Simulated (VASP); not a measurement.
Set up this calculation in VASP 6.6.1, as the native input.

```
Task                   : relaxation of cell and atoms
Functional             : LDA
Potentials or basis    : VASP PAW LDA potentials, release 64 (Ir_sv_GW)
Cutoff                 : 560 eV
k mesh                 : 9 × 9 × 9
Occupations            : fermi-dirac, width 0.05 eV
Spin                   : no spin polarisation
Dipole correction      : no
Further INCAR settings : ALGO = Normal; EDIFF = 1e-07; IBRION = 2; EDIFFG = -0.03; NSW = 60; ISIF = 3
```

The structure of Ir lies in POSCAR:

```
Ir
1.0
    0.0000000000      1.9156000000      1.9156000000
    1.9156000000      0.0000000000      1.9156000000
    1.9156000000      1.9156000000      0.0000000000
Ir
1
Direct
    0.0000000000      0.0000000000      0.0000000000
```

One way to write it, as run:

INCAR

```
ALGO = Normal
EDIFF = 1E-7
EDIFFG = -0.03
ENCUT = 560
GGA_COMPAT = F
IBRION = 2
ISIF = 3
ISMEAR = -1
LASPH = T
LCHARG = F
LREAL = F
LWAVE = F
NELM = 120
NELMIN = 4
NSW = 60
PREC = Accurate
SIGMA = 0.05
```

KPOINTS

```
k-points
0
Gamma
  9 9 9
```

Potentials or basis: VASP PAW LDA potentials, release 64 (Ir_sv_GW).

Run with:

```console
$ cat potpaw_LDA.64/Ir_sv_GW/POTCAR > POTCAR
$ mpirun -np 1 vasp_std > vasp.out
```

Results of the run:

```json
{
  "Relaxed volume": "13.82 Å³/atom",
  "Relaxed cell": "a = 2.694 Å, b = 2.694 Å, c = 2.694 Å, α = 60.00°, β = 60.00°, γ = 60.00°",
  "Space group after relaxing (to 0.1 Å)": "Fm-3m (No. 225)",
  "Energy gained by relaxing": "5.6 meV/atom",
  "Ionic steps": "3",
  "Pressure after relaxing": "-0.3 GPa",
  "Band gap on the k mesh": "zero (an odd number of electrons rules out a gap without spin polarisation)"
}
```

Caveat: spin-orbit coupling is left out, which moves the levels of the heavy elements.

It took 16 s on 1 thread of Intel(R) Xeon(R) Platinum 8259CL CPU @ 2.50GHz (Skylake/Cascade Lake), with other jobs on the host, peak memory 0.15 GiB.
